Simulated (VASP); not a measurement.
# Si (Fd-3m) in VASP: further runs

Runs on Si. Level: PBEsol. Tasks: single point.

All numbers are computed with VASP 6.6.1; they aren't measurements. Logs are shortened: lines on timing, memory, paths and dates and some standing lists are left out, and cuts for length are marked.

## 1. The cell of the first run

The structure is cubic, space group Fd-3m (No. 227). Conventional cell: a = 5.651 Å, b = 5.651 Å, c = 5.651 Å, α = 90.00°, β = 90.00°, γ = 90.00°. Within 3.2 Å of Si (site symmetry -43m) lie 4 Si at 2.45 Å.

## 2. Single point, PBEsol (equal strain along all axes, cell held: +4.0 %)

Input file INCAR:

```
SYSTEM = Si
PREC = Accurate ; ENCUT = 520
EDIFF = 1E-6 ; ISMEAR = 0
SIGMA = 0.02 ; LREAL = .FALSE.
LASPH = .TRUE. ; NELM = 60
ALGO = Normal ; ISIF = 2
LWAVE = .FALSE. ; LCHARG = .TRUE.
GGA = PS ; LELF = .TRUE.
LVHAR = .TRUE. ; NBANDS = 16
```

Input file KPOINTS:

```
Automatic mesh
0
G
  10 10 8
  0 0 0
```

Input file POSCAR:

```
Si
1.0
    2.8255937648      2.8255937648      0.0000000000
   -2.8255937648      2.8255937648      0.0000000000
    0.0000000000      0.0000000000      5.6511875295
Si
4
Direct
    0.0000000000      0.5000000000      0.2500000000
    0.0000000000      0.0000000000      0.5000000000
    0.5000000000      0.0000000000      0.7500000000
    0.5000000000      0.5000000000      0.0000000000
```

Potentials or basis: VASP PAW PBE potentials, release 64 (Si).

Launch:

```
$ cat potpaw_PBE.64/Si/POTCAR > POTCAR
$ mpirun -np 1 vasp_std > vasp.out
```

OUTCAR:

```text
SYSTEM = Si
   PREC = Accurate
   ENCUT = 520
   EDIFF = 1E-6
   ISMEAR = 0
   LREAL = .FALSE.
   LASPH = .TRUE.
   NELM = 60
   ISIF = 2
   GGA = PS

 ion  position               nearest neighbor table
   1  0.000  0.500  0.250-   2 2.45   4 2.45   2 2.45   4 2.45
   2  0.000  0.000  0.500-   1 2.45   3 2.45   1 2.45   3 2.45
   3  0.500  0.000  0.750-   2 2.45   4 2.45   4 2.45   2 2.45
   4  0.500  0.500  0.000-   1 2.45   3 2.45   3 2.45   1 2.45

  LATTYP: Found a simple tetragonal cell.
 ALAT       =     3.9959930239
 C/A-ratio  =     1.4142135623

  Lattice vectors:

 A1 = (   2.8255937648,   2.8255937648,   0.0000000000)
 A2 = (  -2.8255937648,   2.8255937648,   0.0000000000)
 A3 = (   0.0000000000,   0.0000000000,   5.6511875295)

Analysis of symmetry for initial positions (statically):
=====================================================================
 Subroutine PRICEL returns following result:

  LATTYP: Found a face centered cubic cell.
 ALAT       =     5.6511875295

  Lattice vectors:

 A1 = (   0.0000000000,  -2.8255937648,  -2.8255937647)
 A2 = (   2.8255937648,   0.0000000000,  -2.8255937647)
 A3 = (   2.8255937648,  -2.8255937648,   0.0000000000)

   2 primitive cells build up your supercell.

 Routine SETGRP: Setting up the symmetry group for a
 simple tetragonal supercell.

 Subroutine GETGRP returns: Found 16 space group operations
 (whereof  8 operations were pure point group operations)
 out of a pool of 16 trial point group operations.

The static configuration has the point symmetry D_2d.
 The point group associated with its full space group is D_4h.

Analysis of symmetry for dynamics (positions and initial velocities):
=====================================================================
 Subroutine PRICEL returns following result:

  LATTYP: Found a face centered cubic cell.
 ALAT       =     5.6511875295

  Lattice vectors:

 A1 = (   0.0000000000,  -2.8255937648,  -2.8255937647)
 A2 = (   2.8255937648,   0.0000000000,  -2.8255937647)
 A3 = (   2.8255937648,  -2.8255937648,   0.0000000000)

   2 primitive cells build up your supercell.

 Routine SETGRP: Setting up the symmetry group for a
 simple tetragonal supercell.

 Subroutine GETGRP returns: Found 16 space group operations
 (whereof  8 operations were pure point group operations)
 out of a pool of 16 trial point group operations.

The dynamic configuration has the point symmetry D_2d.
 The point group associated with its full space group is D_4h.

 Subroutine INISYM returns: Found 16 space group operations
 (whereof  8 operations are pure point group operations),
 and found     2 'primitive' translations

----------------------------------------------------------------------------------------

                                     Primitive cell

  volume of cell :      45.1190

  direct lattice vectors                    reciprocal lattice vectors
     0.000000000 -2.825593765 -2.825593765    -0.176953958 -0.176953958 -0.176953958
     2.825593765  0.000000000 -2.825593765     0.176953958  0.176953958 -0.176953958
     2.825593765 -2.825593765  0.000000000     0.176953958 -0.176953958  0.176953958

  length of vectors
     3.995993024  3.995993024  3.995993024     0.306493246  0.306493246  0.306493246

  position of ions in fractional coordinates (direct lattice)
     0.750000000  0.750000000  0.750000000
     0.500000000  0.500000000  0.500000000

  ion indices of the primitive-cell ions
   primitive index   ion index
                 1           1
                 2           2

----------------------------------------------------------------------------------------

 KPOINTS: Automatic mesh

Automatic generation of k-mesh.
 Grid dimensions read from file:
 generate k-points for:   10   10    8

 Generating k-lattice:

  Cartesian coordinates                     Fractional coordinates (reciprocal lattice)
     0.017695396  0.017695396  0.000000000     0.100000000  0.000000000  0.000000000
    -0.017695396  0.017695396  0.000000000     0.000000000  0.100000000  0.000000000
     0.000000000  0.000000000  0.022119245     0.000000000  0.000000000  0.125000000

  Length of vectors
     0.025025069  0.025025069  0.022119245

  Shift w.r.t. Gamma in fractional coordinates (k-lattice)
     0.000000000  0.000000000  0.000000000

 Subroutine IBZKPT returns following result:
 ===========================================

 Found    105 irreducible k-points:

 Following reciprocal coordinates:
            Coordinates               Weight
  0.000000  0.000000  0.000000      1.000000
  0.100000  0.000000  0.000000      4.000000
  0.200000  0.000000  0.000000      4.000000
  0.300000  0.000000  0.000000      4.000000
  0.400000  0.000000  0.000000      4.000000
  0.500000  0.000000  0.000000      2.000000
[... 16 lines left out ...]
  0.100000  0.000000  0.125000      8.000000
  0.200000  0.000000  0.125000      8.000000
 [... further k-points ...]
   k-points           NKPTS =    105   k-points in BZ     NKDIM =    105   number of bands    NBANDS=     16
   number of dos      NEDOS =    301   number of ions     NIONS =      4
   total plane-waves  NPLWV =  37800
   dimension x,y,z NGX =    30 NGY =   30 NGZ =   42
   dimension x,y,z NGXF=    60 NGYF=   60 NGZF=   84
   ions per type =               4
   NGX,Y,Z   is equivalent  to a cutoff of  12.48, 12.48, 12.36 a.u.
   NGXF,Y,Z  is equivalent  to a cutoff of  24.96, 24.96, 24.71 a.u.
 SYSTEM =  Si
   PREC   = accura    normal or accurate (medium, high low for compatibility)
   ISTART =      0    job   : 0-new  1-cont  2-samecut
   ICHARG =      2    charge: 1-file 2-atom 10-const
   ISPIN  =      1    spin polarized calculation?
   LNONCOLLINEAR =      F non collinear calculations
   LSORBIT =      F    spin-orbit coupling
   LASPH  =      T    aspherical Exc in radial PAW
   ENCUT  =  520.0 eV  38.22 Ry    6.18 a.u.   7.43  7.43 10.51*2*pi/ulx,y,z
   NELM   =     60;   NELMIN=  2; NELMDL= -5     # of ELM steps
   EDIFF  = 0.1E-05   stopping-criterion for ELM
   LREAL  =      F    real-space projection
   EDIFFG = 0.1E-04   stopping-criterion for IOM
   NSW    =      0    number of steps for IOM
   IBRION =     -1    ionic relax: 0-MD 1-quasi-New 2-CG
   NFREE  =      0    steps in history (QN), initial steepest desc. (CG)
   ISIF   =      2    stress and relaxation
   ISYM   =      2    0-nonsym 1-usesym 2-fastsym
   POTIM  = 0.5000    time-step for ionic-motion
   TEBEG  =    0.0;   TEEND  =   0.0 temperature during run
   PSTRESS=    0.0 pullay stress
   NELECT =      16.0000    total number of electrons
   NUPDOWN=      -1.0000    fix difference up-down
   EMIN   =  10.00;   EMAX   =-10.00  energy-range for DOS
   EFERMI =   0.00;   METHOD = LEGACY
   ISMEAR =     0;   SIGMA  =   0.02  broadening in eV -4-tet -1-fermi 0-gaus
   EFERMI_NEDOS =   21; number of points for ismear=-14 and -15
   IALGO  =     38    algorithm
   IMIX   =      4    mixing-type and parameters
     AMIX     =   0.40;   BMIX     =  1.00
     AMIX_MAG =   1.60;   BMIX_MAG =  1.00
  volume/ion in A,a.u.               =      22.56       152.24
  Fermi-wavevector in a.u.,A,eV,Ry     =   0.919712  1.738003 11.508758  0.845870
  Thomas-Fermi vector in A             =   2.044936
   LORBIT       =      0    0 simple, 1 ext, 2 COOP (PROOUT), +10 PAW based schemes
   GGA     = PS    functional components
   LHFCALC =     F    Hartree Fock is set to
   AEXX    =    0.0000 exact exchange contribution
   IVDW    =     0    specifies the selected vdW correction
   LEPSILON=     F    determine dielectric tensor
   LRPA    =     F    only Hartree local field effects (RPA)
 non-spin polarized calculation
 Gauss-broadening in eV      SIGMA  =   0.02
  energy-cutoff  :      520.00
  volume of cell :       90.24
 maximum number of plane-waves:      2486
 NGX is ok and might be reduce to    30
   NGX = 15   NGY = 15   NGZ = 21

 number of electron      16.0000003 magnetization

 Free energy of the ion-electron system (eV)
  ---------------------------------------------------
  ext. energy  EPLUGINS =         0.00000000
  ---------------------------------------------------
  free energy    TOTEN  =       -22.69465012 eV

  energy without entropy =      -22.69465012  energy(sigma->0) =      -22.69465012

 E-fermi :   4.7719     XC(G=0):  -9.1021

 val. band max:        4.6444455457   @ k =   0.0000   0.0000   0.0000
 cond. band min:       5.2962552671   @ k =   0.4000   0.4000   0.0000
 fundamental gap:      0.6518097214
 Fermi energy:         4.7719050790

 k-point     1 :       0.0000    0.0000    0.0000
  band No.  band energies     occupation
      1      -6.5639      2.00000
      2      -2.8231      2.00000
      3      -2.8231      2.00000
      4       2.0728      2.00000
      5       2.0728      2.00000
      6       4.6444      2.00000
[... 8 lines left out ...]
     15      11.8913      0.00000
     16      12.2577      0.00000

 k-point     2 :       0.1000    0.0000    0.0000
  band No.  band energies     occupation
      1      -6.4848      2.00000
      2      -2.8704      2.00000
      3      -2.7354      2.00000
      4       1.6592      2.00000
      5       2.1360      2.00000
      6       3.8510      2.00000
[... 8 lines left out ...]
     15      11.8566      0.00000
     16      12.1624      0.00000

 k-point     3 :       0.2000    0.0000    0.0000
  band No.  band energies     occupation
      1      -6.2498      2.00000
      2      -3.0585      2.00000
      3      -2.4728      2.00000
      4       1.0245      2.00000
      5       2.3219      2.00000
      6       2.5865      2.00000
[... 8 lines left out ...]
     15      11.2162      0.00000
     16      12.0959      0.00000
[... 362 lines left out ...]
 k-point    23 :       0.1000    0.0000    0.1250
  band No.  band energies     occupation
      1      -6.4234      2.00000
      2      -3.6162      2.00000
      3      -1.9285      2.00000
      4       1.7323      2.00000
      5       2.1916      2.00000
      6       3.3272      2.00000
[... 8 lines left out ...]
     15      11.7957      0.00000
     16      11.9532      0.00000

 k-point    24 :       0.2000    0.0000    0.1250
  band No.  band energies     occupation
      1      -6.1898      2.00000
      2      -3.5508      2.00000
      3      -1.9671      2.00000
      4       1.1488      2.00000
      5       2.1480      2.00000
      6       2.3747      2.00000
[... 8 lines left out ...]
     15      11.3709      0.00000
     16      11.4210      0.00000

 [... further k-points ...]

------------------------ aborting loop because EDIFF is reached ----------------------------------------

  FORCE on cell =-STRESS in cart. coord.  units (eV):
  Direction    XX          YY          ZZ          XY          YZ          ZX
  --------------------------------------------------------------------------------------
  -------------------------------------------------------------------------------------
  Total       -4.7722718     -4.7722718     -4.7795994      0.0000000     -0.0000000      0.0000000
  in kB      -84.7318309    -84.7318309    -84.8619320      0.0000000     -0.0000000      0.0000000
  external PRESSURE =     -84.7751980 kB  Pullay stress =       0.0000000 kB

 VOLUME and BASIS-vectors are now :
 -----------------------------------------------------------------------------
  energy-cutoff  :      520.00
  volume of cell :       90.24
      direct lattice vectors                 reciprocal lattice vectors
     2.825593765  2.825593765  0.000000000     0.176953958  0.176953958  0.000000000
    -2.825593765  2.825593765  0.000000000    -0.176953958  0.176953958  0.000000000
     0.000000000  0.000000000  5.651187529     0.000000000  0.000000000  0.176953958

 POSITION                                       TOTAL-FORCE (eV/Angst)
 -----------------------------------------------------------------------------------
     -1.41280      1.41280      1.41280         0.000000     -0.000000      0.000000
      0.00000      0.00000      2.82559        -0.000000      0.000000     -0.000000
      1.41280      1.41280      4.23839        -0.000000      0.000000     -0.000000
      0.00000      2.82559      0.00000         0.000000     -0.000000     -0.000000
 -----------------------------------------------------------------------------------
    total drift:                               -0.000000      0.000000      0.000000

  FREE ENERGIE OF THE ION-ELECTRON SYSTEM (eV)
  ---------------------------------------------------
  free  energy   TOTEN  =       -22.6946501176 eV

  energy  without entropy=      -22.6946501176  energy(sigma->0) =      -22.69465012
```

Wall time 1.7 min (1 thread of AMD EPYC 7R13, shared host); peak memory 0.25 GiB.

Results:

| Property | Result |
| --- | --- |
| Free energy | -22.6947 eV |
| Pressure | -8.5 GPa |
| Band gap on the k mesh | 0.65 eV |

Caveat: the cell differs from its parent crystal (equal strain along all axes, cell held: +4.0 %); the PAW data sets were made with another functional, which shifts forces and pressure a little. A k mesh can miss the band edges.

## 3. Single point, PBEsol (equal strain along all axes, cell held: +6.0 %)

Input file INCAR:

```
PREC     = Accurate       # precision mode
ENCUT    = 520            # plane-wave cutoff, eV
EDIFF    = 1E-6           # SCF threshold, eV
ISMEAR   = 0              # smearing method
SIGMA    = 0.02           # smearing width, eV
LREAL    = False          # projectors in reciprocal space
LASPH    = True           # aspherical terms in the spheres
NELM     = 100            # most SCF steps
ALGO     = Normal         # electronic algorithm
ISIF     = 2              # what is computed and relaxed
LWAVE    = False          # write WAVECAR
LCHARG   = False          # write CHGCAR
GGA      = PS             # functional
NBANDS   = 16             # bands
```

Input file KPOINTS:

```
Automatic mesh
0
Gamma
  10 10 8
```

Input file POSCAR:

```
Si
1.0
    2.8799321064      2.8799321064      0.0000000000
   -2.8799321064      2.8799321064      0.0000000000
    0.0000000000      0.0000000000      5.7598642128
Si
4
Direct
    0.0000000000      0.5000000000      0.2500000000
    0.0000000000      0.0000000000      0.5000000000
    0.5000000000      0.0000000000      0.7500000000
    0.5000000000      0.5000000000      0.0000000000
```

Potentials or basis: VASP PAW PBE potentials, release 64 (Si).

Launch:

```
$ cat potpaw_PBE.64/Si/POTCAR > POTCAR
$ mpirun -np 1 vasp_std > vasp.out
```

It took 1.7 min on 1 thread of AMD EPYC 7R13, shared host; peak memory 0.26 GiB.

Results (log left out):

| Item | Value |
| --- | --- |
| Free energy | -22.3676 eV |
| Pressure | -11.1 GPa |
| Band gap on the k mesh | 0.73 eV |

Levels at points of the mesh, in eV from the valence-band top:
| k point | band 4 | band 5 | band 6 | band 7 | band 8 | band 9 | band 10 | band 11 | band 12 | band 13 |
| --- | --- | --- | --- | --- | --- | --- | --- | --- | --- | --- |
| (0.00, 0.00, 0.00) | -2.44 | -2.44 | 0.00 | 0.00 | 0.00 | 0.88 | 0.88 | 1.44 | 2.43 | 2.43 |
| (0.50, 0.00, 0.00) | -5.22 | -3.17 | -3.17 | -1.15 | -1.15 | 2.17 | 2.17 | 4.37 | 4.37 | 4.63 |
| (0.50, 0.50, 0.00) | -7.31 | -2.44 | -2.44 | -2.44 | -2.44 | 0.88 | 0.88 | 0.88 | 0.88 | 8.62 |
| (0.00, 0.00, 0.50) | -3.59 | -1.60 | -1.60 | -1.60 | -1.60 | 1.17 | 1.17 | 2.89 | 2.89 | 5.15 |
| (0.50, 0.00, 0.50) | -6.28 | -1.05 | -1.05 | -1.05 | -1.05 | 0.86 | 0.86 | 3.30 | 3.30 | 3.30 |
| (0.50, 0.50, 0.50) | -7.21 | -3.22 | -3.22 | -3.22 | -3.22 | 4.16 | 4.16 | 4.16 | 4.16 | 4.30 |

Caveat: the cell differs from its parent crystal (equal strain along all axes, cell held: +6.0 %); the PAW data sets were made with another functional, which shifts forces and pressure a little.

## 4. Single point, PBEsol

This run uses another cell than the first one, of 23.89 Å³/atom, 1.059 times its volume.

Input file INCAR:

```
SYSTEM = Si
PREC     = Accurate       ! precision mode
ENCUT    = 520            ! plane-wave cutoff, eV
EDIFF    = 1E-6           ! SCF threshold, eV
ISMEAR   = 0              ! smearing method
SIGMA    = 0.02           ! smearing width, eV
LREAL    = .False.        ! projectors in reciprocal space
LASPH    = .True.         ! aspherical terms in the spheres
NELM     = 60             ! most SCF steps
ALGO     = Normal         ! electronic algorithm
ISIF     = 2              ! what is computed and relaxed
LWAVE    = .False.        ! write WAVECAR
LCHARG   = .False.        ! write CHGCAR
GGA      = PS             ! functional
NBANDS   = 16             ! bands
```

Input file KPOINTS:

```
regular mesh
0
Gamma
  10 10 8
  0 0 0
```

POSCAR is that of step 3.

Launch:

```
$ cat potpaw_PBE.64/Si/POTCAR > POTCAR
$ mpirun -np 1 vasp_std > vasp.out
```

Wall time 98 s (1 thread of AMD EPYC 7R13, shared host); peak memory 0.26 GiB.

It converged, with:

```yaml
Free_energy: -22.3676 eV
Pressure: -11.1 GPa
Band_gap_on_the_k_mesh: 0.73 eV
```

Levels at points of the mesh, in eV from the valence-band top:
```tsv
k point	band 6	band 7	band 8	band 9	band 10	band 11
(0.00, 0.00, 0.00)	0.00	0.00	0.00	0.88	0.88	1.44
(0.50, 0.00, 0.00)	-3.17	-1.15	-1.15	2.17	2.17	4.37
(0.50, 0.50, 0.00)	-2.44	-2.44	-2.44	0.88	0.88	0.88
(0.00, 0.00, 0.50)	-1.60	-1.60	-1.60	1.17	1.17	2.89
(0.50, 0.00, 0.50)	-1.05	-1.05	-1.05	0.86	0.86	3.30
(0.50, 0.50, 0.50)	-3.22	-3.22	-3.22	4.16	4.16	4.16
```

Caveat: the PAW data sets were made with another functional, which shifts forces and pressure a little. A k mesh can miss the band edges.

(Continued in part 2 of 2.)
